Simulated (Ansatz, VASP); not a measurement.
Ag in VASP and in Ansatz

```
CELL_PARAMETERS angstrom
0.00000 4.08620 -4.08620
4.08620 4.08620 0.00000
4.08620 0.00000 -4.08620
ATOMIC_POSITIONS crystal
Ag 0.50000 0.98616 0.50000
Ag 0.50000 0.50000 0.50000
Ag 0.00000 0.00000 0.50000
Ag 0.00000 0.50000 0.50000
Ag 0.50000 0.00000 0.00000
Ag 0.50000 0.50000 0.00000
Ag 0.00000 0.00000 0.00000
Ag 0.00000 0.50000 0.00000
```

Alike in both runs: task single point; functional PBE; k mesh 10 × 10 × 10; occupations gaussian, width 0.15 eV; no spin polarisation.

```csv
,VASP,Ansatz
version,VASP 6.6.1,Ansatz 0.2.0
potentials or method,"VASP PAW PBE potentials, release 64 (Ag), cutoff 520 eV","scalar-relativistic, plane waves, PAW"
valence electrons in the cell,88,152
```

```tsv
	VASP	Ansatz	Ansatz less VASP
gap on the k mesh at the Fermi level (eV)	none	none	-
pressure (GPa)	4.6	4.8	+0.17
traceless stress, the component that is largest in VASP (GPa)	0.05	0.05	0.000
rms of the force components (eV/Å)	0.120	0.122	+0.0011
```

Atom by atom the forces differ by 0.001 eV/Å (rms over components). A gap of «none» marks a metal or a gap that the smearing closes. VASP's potentials hold 88 valence electrons a cell and Ansatz's 152, so a difference there can come from the potentials and not from the codes.
